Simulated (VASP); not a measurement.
Input of a VASP 6.6.1 run:

File POSCAR:

```
MgO
1.0
    0.0000000000      2.1021683833      2.1021683833
    2.1021683833      0.0000000000      2.1021683833
    2.1021683833      2.1021683833      0.0000000000
Mg O
1 1
Direct
    0.0000000000      0.0000000000      0.0000000000
    0.5000000000      0.5000000000      0.5000000000
```

INCAR.step1

```
ALGO = Normal
EDIFF = 1E-4
ENCUT = 520
GGA = PE
ISMEAR = 0
LASPH = T
LCHARG = F
LREAL = F
LWAVE = T
NBANDS = 11
NELM = 100
PREC = Accurate
SIGMA = 0.02
```

File INCAR.step2:

```
ALGO = Normal
EDIFF = 1E-7
ENCUT = 520
ISIF = 2
ISMEAR = 0
ISTART = 1
LASPH = T
LCHARG = F
LMIXTAU = T
LREAL = F
LWAVE = F
METAGGA = R2SCAN
NBANDS = 11
NELM = 100
PREC = Accurate
SIGMA = 0.02
```

KPOINTS

```
k-points
0
Gamma
  10 10 10
```

Potentials or basis: VASP PAW PBE potentials, release 64 (Mg, O).

Command:

```sh
$ cat potpaw_PBE.64/Mg/POTCAR potpaw_PBE.64/O/POTCAR > POTCAR
$ cp INCAR.step1 INCAR
$ mpirun -np 1 vasp_std > vasp.out
$ cp INCAR.step2 INCAR
$ mpirun -np 1 vasp_std > vasp.out
```

What does it give for the band gap on the k mesh?

5.66 eV, direct.

Estimate the pressure.

-1.1 GPa.

Caveat: the PAW data sets were made with another functional, which shifts forces and pressure a little.

**What was measured.**

From “Electronic structure of alkaline earth and post-transition metal oxides”, 2009, arxiv:0908.1581, for a bulk crystal of MgO: band gap 7.83 eV.

A measured gap of MgO is 7.83 eV (quoted in “Electronic structure of alkaline earth and post-transition metal oxides”, 2009, arxiv:0908.1581); the calculated 5.66 eV misses it by -2.17 eV. The value is that of r2SCAN, without temperature or zero-point motion.
